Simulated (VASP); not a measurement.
W: electric field gradients with PBE

The system is W.

```xyz
1
Lattice="-1.5973 1.5973 1.5973 1.5973 -1.5973 1.5973 1.5973 1.5973 -1.5973" Properties=species:S:1:pos:R:3 pbc="T T T"
W     0.0000    0.0000    0.0000
```

```yaml
Program: VASP 6.6.1
Task: electric field gradients
Functional: PBE
Potentials_or_basis: VASP PAW PBE potentials, release 64 (W_sv)
Cutoff: 520 eV
k_mesh: 14 × 14 × 14
Occupations: fermi-dirac, width 0.03 eV
Spin: no spin polarisation
Dipole_correction: no
Further_INCAR_settings: ALGO = Normal; EDIFF = 1e-08; NBANDS = 13
```

```yaml
Pressure: -2.1 GPa
Band_gap_on_the_k_mesh: zero (band 7 reaches 16.00 eV, above the bottom of band 8 at 9.85 eV)
```

Levels at points of the mesh, in eV from the Fermi level:
```csv
k point,band 4,band 5,band 6,band 7,band 8,band 9,band 10,band 11
"(0.00, 0.00, 0.00)",-37.93,-9.57,-1.28,-1.28,-1.28,2.10,2.10,14.37
"(0.50, 0.00, 0.00)",-37.93,-6.19,-3.53,0.50,1.98,2.92,5.80,10.54
"(0.50, 0.50, 0.50)",-38.75,-5.70,-5.70,4.87,4.87,4.87,7.94,7.94
```

Run time: 13 s on 1 thread of Intel(R) Xeon(R) Platinum 8488C (Sapphire Rapids) (shared host), peak memory 0.15 GiB.

Caveat: without QUAD_EFG the Cq values of the log hold for a quadrupole moment of 1 mb, not for the nuclei; spin-orbit coupling is left out, which moves the levels of the heavy elements.
